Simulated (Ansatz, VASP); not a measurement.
Hf in VASP and in Ansatz

```
Hf
1.0
     0.00000    2.22000    2.22000
     2.22000    0.00000    2.22000
     2.22000    2.22000    0.00000
Hf
1
Cartesian
  0.0000 0.0000 0.0000
```

Alike in both runs: task electric field gradients; functional r2SCAN; k mesh 16 × 16 × 16; occupations fermi-dirac, width 0.03 eV; no spin polarisation.

```csv
,VASP,Ansatz
version,VASP 6.6.1,Ansatz 0.2.0
potentials or method,"VASP PAW PBE potentials, release 64 (Hf_pv)","PAW with Ansatz's default frozen-core files, scalar-relativistic"
plane-wave cutoff (eV),520,500
valence electrons in the cell,10,26
```

|  | VASP | Ansatz | Ansatz less VASP |
| --- | --- | --- | --- |
| pressure (GPa) | 2.3 | 2.8 | +0.48 |

VASP's potentials were made for PBE, not for r2SCAN. VASP's potentials hold 10 valence electrons a cell and Ansatz's 26, so a difference there can come from the potentials and not from the codes.

Spin-orbit coupling is off throughout.
